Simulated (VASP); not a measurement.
Input of a VASP 6.6.1 run:

File INCAR:

```
ALGO = Normal
EDIFF = 1E-7
EDIFFG = -0.04
ENCUT = 500
GGA = PE
GGA_COMPAT = False
IBRION = 2
ISIF = 3
ISMEAR = 0
LASPH = True
LCHARG = False
LREAL = False
LWAVE = False
NELM = 120
NELMIN = 4
NSW = 90
PREC = Accurate
SIGMA = 0.1
```

KPOINTS

```
k-points
0
Gamma
  4 4 4
```

The input POSCAR:

```
RbHgBr2
1.0
    5.3460000000      0.0000000000      0.0000000000
    0.0000000000      5.3460000000      0.0000000000
    0.0000000000      0.0000000000      4.9346513600
Rb Hg Br
1 1 2
Direct
    0.5000000000      0.5000000000      0.5000000000
    0.0000000000      0.0000000000      0.0000000000
    0.5000000000      0.0000000000      0.0000000000
    0.0000000000      0.5000000000      0.0000000000
```

Potentials or basis: VASP PAW PBE potentials, release 64 (Rb_sv, Hg_sv_GW, Br).

Launch:

```bash
$ cat potpaw_PBE.64/Rb_sv/POTCAR potpaw_PBE.64/Hg_sv_GW/POTCAR potpaw_PBE.64/Br/POTCAR > POTCAR
$ mpirun -np 1 vasp_std > vasp.out
```

(1) What does it give for the space group after relaxing (to 0.1 Å)?

(2) Estimate the relaxed volume.

(3) Predict the relaxed cell.

(4) Predict the band gap on the k mesh.

## Answers

(1) P4/mmm (No. 123).

(2) 37.72 Å³/atom.

(3) a = 5.833 Å, b = 5.833 Å, c = 4.435 Å, α = 90.00°, β = 90.00°, γ = 90.00°.

(4) zero (an odd number of electrons rules out a gap without spin polarisation).

Caveat: spin-orbit coupling is left out, which moves the levels of the heavy elements; an odd number of electrons without spin polarisation forces a metal; a magnetic or distorted state may lie lower.
